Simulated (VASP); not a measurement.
# MgO (Periclase) (Fm-3m) in VASP: further runs

MgO (Periclase) is run at these levels: PBEsol; tasks: relaxation of cell and atoms, single point.

Everything below comes from runs of VASP 6.6.1. Logs are shortened: lines on timing, memory, paths and dates and some standing lists are left out, and cuts for length are marked.

## (1) The cell of the first run

Symmetry: Fm-3m, No. 225, cubic system. The conventional cell has a = 4.058 Å, b = 4.058 Å, c = 4.058 Å, α = 90.00°, β = 90.00°, γ = 90.00°. Within 2.7 Å of Mg (site symmetry m-3m) lie 6 O at 2.03 Å. Within 2.7 Å of O (site symmetry m-3m) lie 6 Mg at 2.03 Å.

## (2) Relaxation of cell and atoms, PBEsol, target pressure 22.6 GPa, at which the enthalpy is minimised

INCAR

```
SYSTEM = MgO
PREC = Accurate ; ENCUT = 600
EDIFF = 1E-7 ; ISMEAR = 0
SIGMA = 0.01 ; LREAL = .False.
LASPH = .True. ; NELM = 120
ALGO = Normal ; ISIF = 3
LWAVE = .False. ; LCHARG = .False.
GGA = PS ; IBRION = 2
NSW = 80 ; EDIFFG = -0.002
PSTRESS = 226.0 ; GGA_COMPAT = .False.
NELMIN = 4
```

KPOINTS

```
Automatic mesh
0
Gamma
  10 10 10
  0 0 0
```

POSCAR

```
MgO
1.0
    0.0000000000      2.0288630424      2.0288630424
    2.0288630424      0.0000000000      2.0288630424
    2.0288630424      2.0288630424      0.0000000000
Mg O
1 1
Direct
    0.0000000000      0.0000000000      0.0000000000
    0.5000000000      0.5000000000      0.5000000000
```

Potentials or basis: VASP PAW PBE potentials, release 64 (Mg, O).

On the command line:

```console
> cat potpaw_PBE.64/Mg/POTCAR potpaw_PBE.64/O/POTCAR > POTCAR
> mpirun -np 1 vasp_std > vasp.out
```

OUTCAR:

```text
SYSTEM = MgO
   PREC = Accurate
   ENCUT = 600
   EDIFF = 1E-7
   ISMEAR = 0
   LREAL = .False.
   LASPH = .True.
   NELM = 120
   ISIF = 3
   GGA = PS
   IBRION = 2
   NSW = 80
   EDIFFG = -0.002
   PSTRESS = 226.0
   NELMIN = 4

 ion  position               nearest neighbor table
   1  0.000  0.000  0.000-   2 2.03   2 2.03   2 2.03   2 2.03   2 2.03   2 2.03
   2  0.500  0.500  0.500-   1 2.03   1 2.03   1 2.03   1 2.03   1 2.03   1 2.03

  LATTYP: Found a face centered cubic cell.
 ALAT       =     4.0577260848

  Lattice vectors:

 A1 = (   0.0000000000,   2.0288630424,   2.0288630424)
 A2 = (   2.0288630424,   0.0000000000,   2.0288630424)
 A3 = (   2.0288630424,   2.0288630424,   0.0000000000)

Analysis of symmetry for initial positions (statically):
[... 6 lines left out ...]

 Subroutine GETGRP returns: Found 48 space group operations
 (whereof 48 operations were pure point group operations)
 out of a pool of 48 trial point group operations.

The static configuration has the point symmetry O_h .

Analysis of symmetry for dynamics (positions and initial velocities):
[... 6 lines left out ...]

 Subroutine GETGRP returns: Found 48 space group operations
 (whereof 48 operations were pure point group operations)
 out of a pool of 48 trial point group operations.

The dynamic configuration has the point symmetry O_h .

 Subroutine INISYM returns: Found 48 space group operations
 (whereof 48 operations are pure point group operations),
 and found     1 'primitive' translations

----------------------------------------------------------------------------------------

                                     Primitive cell

  volume of cell :      16.7028

  direct lattice vectors                    reciprocal lattice vectors
     0.000000000  2.028863042  2.028863042    -0.246443446  0.246443446  0.246443446
     2.028863042  0.000000000  2.028863042     0.246443446 -0.246443446  0.246443446
     2.028863042  2.028863042  0.000000000     0.246443446  0.246443446 -0.246443446

  length of vectors
     2.869245631  2.869245631  2.869245631     0.426852570  0.426852570  0.426852570

  position of ions in fractional coordinates (direct lattice)
     0.000000000  0.000000000  0.000000000
     0.500000000  0.500000000  0.500000000

  ion indices of the primitive-cell ions
   primitive index   ion index
                 1           1
                 2           2

----------------------------------------------------------------------------------------

 KPOINTS: Automatic mesh

Automatic generation of k-mesh.
 Grid dimensions read from file:
 generate k-points for:   10   10   10

 Generating k-lattice:

  Cartesian coordinates                     Fractional coordinates (reciprocal lattice)
    -0.024644345  0.024644345  0.024644345     0.100000000  0.000000000  0.000000000
     0.024644345 -0.024644345  0.024644345     0.000000000  0.100000000  0.000000000
     0.024644345  0.024644345 -0.024644345     0.000000000  0.000000000  0.100000000

  Length of vectors
     0.042685257  0.042685257  0.042685257

  Shift w.r.t. Gamma in fractional coordinates (k-lattice)
     0.000000000  0.000000000  0.000000000

 Subroutine IBZKPT returns following result:
 ===========================================

 Found     47 irreducible k-points:

 Following reciprocal coordinates:
            Coordinates               Weight
  0.000000  0.000000  0.000000      1.000000
  0.100000  0.000000  0.000000      8.000000
  0.200000  0.000000  0.000000      8.000000
  0.300000  0.000000  0.000000      8.000000
  0.400000  0.000000  0.000000      8.000000
  0.500000  0.000000  0.000000      4.000000
[... 16 lines left out ...]
  0.300000  0.300000  0.000000      6.000000
  0.400000  0.300000  0.000000     24.000000
 [... further k-points ...]
   k-points           NKPTS =     47   k-points in BZ     NKDIM =     47   number of bands    NBANDS=      8
   number of dos      NEDOS =    301   number of ions     NIONS =      2
   total plane-waves  NPLWV =  13824
   dimension x,y,z NGX =    24 NGY =   24 NGZ =   24
   dimension x,y,z NGXF=    48 NGYF=   48 NGZF=   48
   ions per type =               1   1
   NGX,Y,Z   is equivalent  to a cutoff of  13.91, 13.91, 13.91 a.u.
   NGXF,Y,Z  is equivalent  to a cutoff of  27.81, 27.81, 27.81 a.u.
 SYSTEM =  MgO
   PREC   = accura    normal or accurate (medium, high low for compatibility)
   ISTART =      0    job   : 0-new  1-cont  2-samecut
   ICHARG =      2    charge: 1-file 2-atom 10-const
   ISPIN  =      1    spin polarized calculation?
   LNONCOLLINEAR =      F non collinear calculations
   LSORBIT =      F    spin-orbit coupling
   LASPH  =      T    aspherical Exc in radial PAW
   ENCUT  =  600.0 eV  44.10 Ry    6.64 a.u.   5.73  5.73  5.73*2*pi/ulx,y,z
   NELM   =    120;   NELMIN=  4; NELMDL= -5     # of ELM steps
   EDIFF  = 0.1E-06   stopping-criterion for ELM
   LREAL  =      F    real-space projection
   EDIFFG = -.2E-02   stopping-criterion for IOM
   NSW    =     80    number of steps for IOM
   IBRION =      2    ionic relax: 0-MD 1-quasi-New 2-CG
   NFREE  =      1    steps in history (QN), initial steepest desc. (CG)
   ISIF   =      3    stress and relaxation
   ISYM   =      2    0-nonsym 1-usesym 2-fastsym
   POTIM  = 0.5000    time-step for ionic-motion
   TEBEG  =    0.0;   TEEND  =   0.0 temperature during run
   PSTRESS=  226.0 pullay stress
   NELECT =       8.0000    total number of electrons
   NUPDOWN=      -1.0000    fix difference up-down
   EMIN   =  10.00;   EMAX   =-10.00  energy-range for DOS
   EFERMI =   0.00;   METHOD = LEGACY
   ISMEAR =     0;   SIGMA  =   0.01  broadening in eV -4-tet -1-fermi 0-gaus
   EFERMI_NEDOS =   21; number of points for ismear=-14 and -15
   IALGO  =     38    algorithm
   IMIX   =      4    mixing-type and parameters
     AMIX     =   0.40;   BMIX     =  1.00
     AMIX_MAG =   1.60;   BMIX_MAG =  1.00
  volume/ion in A,a.u.               =       8.35        56.36
  Fermi-wavevector in a.u.,A,eV,Ry     =   1.280881  2.420514 22.322480  1.640656
  Thomas-Fermi vector in A             =   2.413283
   LORBIT       =      0    0 simple, 1 ext, 2 COOP (PROOUT), +10 PAW based schemes
   GGA     = PS    functional components
   LHFCALC =     F    Hartree Fock is set to
   AEXX    =    0.0000 exact exchange contribution
   IVDW    =     0    specifies the selected vdW correction
   LEPSILON=     F    determine dielectric tensor
   LRPA    =     F    only Hartree local field effects (RPA)
 conjugate gradient relaxation of ions
 non-spin polarized calculation
 Gauss-broadening in eV      SIGMA  =   0.01
  energy-cutoff  :      600.00
  volume of cell :       16.70
 maximum number of plane-waves:       568
   NGX = 11   NGY = 11   NGZ = 11

--------------------------------------- Ionic step        1  -------------------------------------------

 number of electron       7.9999998 magnetization

 Free energy of the ion-electron system (eV)
  ---------------------------------------------------
  ext. energy  EPLUGINS =         0.00000000
  ---------------------------------------------------
  free energy    TOTEN  =       -12.38976159 eV

  energy without entropy =      -12.38976159  energy(sigma->0) =      -12.38976159

------------------------ aborting loop because EDIFF is reached ----------------------------------------

  FORCE on cell =-STRESS in cart. coord.  units (eV):
  Direction    XX          YY          ZZ          XY          YZ          ZX
  --------------------------------------------------------------------------------------
  -------------------------------------------------------------------------------------
  Total        2.3025404      2.3025404      2.3025404      0.0000000     -0.0000000      0.0000000
  in kB      220.8663985    220.8663985    220.8663985      0.0000000     -0.0000000      0.0000000
  external PRESSURE =      -5.1336015 kB  Pullay stress =     226.0000000 kB
[... 61 lines left out ...]
  enthalpy is  TOTEN    =       -10.0337157665 eV   P V=        2.3469456623

--------------------------------------- Ionic step        3  -------------------------------------------

 number of electron       7.9999998 magnetization

 Free energy of the ion-electron system (eV)
  ---------------------------------------------------
  ext. energy  EPLUGINS =         0.00000000
  ---------------------------------------------------
  free energy    TOTEN  =       -12.38495410 eV

  energy without entropy =      -12.38495410  energy(sigma->0) =      -12.38495410

 E-fermi :   4.1260     XC(G=0): -11.8743

 val. band max:        3.9776361359   @ k =   0.0000   0.0000   0.0000
 cond. band min:       9.7976930095   @ k =   0.0000   0.0000   0.0000
 fundamental gap:      5.8200568736
 Fermi energy:         4.1260269527

 k-point     1 :       0.0000    0.0000    0.0000
  band No.  band energies     occupation
      1     -13.8619      2.00000
      2       3.9776      2.00000
      3       3.9776      2.00000
      4       3.9776      2.00000
      5       9.7977      0.00000
      6      20.2377      0.00000
      7      20.2377      0.00000
      8      20.2377      0.00000
[... 243 lines left out ...]
 k-point    24 :       0.4000    0.3000    0.0000
  band No.  band energies     occupation
      1     -12.3141      2.00000
      2      -0.0417      2.00000
      3       2.4783      2.00000
      4       2.7333      2.00000
      5      14.0460      0.00000
      6      14.8941      0.00000
      7      18.7108      0.00000
      8      23.5559      0.00000

 [... further k-points ...]
[... 5 lines left out ...]
  --------------------------------------------------------------------------------------
  -------------------------------------------------------------------------------------
  Total        2.3516015      2.3516015      2.3516015     -0.0000000     -0.0000000     -0.0000000
  in kB      226.0390071    226.0390071    226.0390071     -0.0000000     -0.0000000     -0.0000000
  external PRESSURE =       0.0390071 kB  Pullay stress =     226.0000000 kB
[... 17 lines left out ...]
  FREE ENERGIE OF THE ION-ELECTRON SYSTEM (eV)
  ---------------------------------------------------
  free  energy   TOTEN  =       -12.3849541024 eV

  energy  without entropy=      -12.3849541024  energy(sigma->0) =      -12.38495410

  enthalpy is  TOTEN    =       -10.0337584118 eV   P V=        2.3511956906

 reached required accuracy - stopping structural energy minimisation
```

It took 14 s on 1 thread of Intel Xeon 6975P-C, shared host; peak memory 0.15 GiB.

What came out:

```
Free energy                                            : -12.3850 eV
Relaxed volume                                         : 8.33 Å³/atom
Relaxed cell                                           : a = 2.867 Å, b = 2.867 Å, c = 2.867 Å, α = 60.00°, β = 60.00°, γ = 60.00°
Space group after relaxing (to 0.05 Å)                 : Fm-3m (No. 225)
Energy change on relaxing (the enthalpy is what falls) : +2.4 meV/atom
Ionic steps                                            : 3
Pressure after relaxing                                : 22.6 GPa
Band gap on the k mesh                                 : 5.82 eV, direct
```

Step by step:
| step | energy change (eV) | largest force (eV/Å) | pressure (GPa) | volume (Å³) |
| --- | --- | --- | --- | --- |
| 1 | 0.0000 | 0.0000 | 22.09 | 16.70 |
| 2 | 0.0091 | 0.0000 | 23.06 | 16.64 |
| 3 | 0.0048 | 0.0000 | 22.60 | 16.67 |

Final structure:
```yaml
crystal:
  lattice:
    - [0.00000, 2.02747, 2.02747]
    - [2.02747, 0.00000, 2.02747]
    - [2.02747, 2.02747, 0.00000]
  atoms:
    - { symbol: Mg, position: [0.00000, 0.00000, 0.00000] }
    - { symbol: O, position: [0.50000, 0.50000, 0.50000] }
```

Caveat: the cell is relaxed towards a set pressure, so the enthalpy falls and the energy may rise; the PAW data sets were made with another functional, which shifts forces and pressure a little. As with any semilocal functional, this PBEsol gap is likely too small.

(Part 1 of 3 ends here.)
